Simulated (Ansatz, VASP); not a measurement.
## BC5: VASP beside Ansatz

```
CELL_PARAMETERS angstrom
0.00000 2.93338 2.93338
2.93338 0.00000 2.93338
2.93338 2.93338 0.00000
ATOMIC_POSITIONS crystal
B 0.75000 0.75000 0.75000
C 0.50000 0.50000 0.50000
C 0.15526 0.53423 0.15526
C 0.15526 0.15526 0.15526
C 0.53423 0.15526 0.15526
C 0.15526 0.15526 0.53423
```

Alike in both runs: functional PBE; k mesh 12 × 12 × 12; occupations gaussian, width 0.1 eV; no spin polarisation.

Ansatz relaxed the structure, and its values are those at the end. VASP's run is a single point on that final structure, the one shown.

```csv
,VASP,Ansatz
version,VASP 6.6.1,Ansatz 0.2.0
potentials or method,"VASP PAW PBE potentials, release 64 (B_h, C_h), cutoff 910 eV","scalar-relativistic, plane waves, PAW"
valence electrons in the cell,23,23
```

VASP gave:

```
gap on the k mesh at the Fermi level (eV) : none
rms of the force components (eV/Å)        : 0.009
```

Q: Which values does Ansatz return?

A: gap on the k mesh at the Fermi level (eV): none; rms of the force components (eV/Å): 0.000.

A gap of «none» marks a metal or a gap that the smearing closes. With one functional, cell and mesh, what is left measures potentials, basis and numerics.

Noted on VASP's run: the cutoff is short for stress, so the pressure is rough.
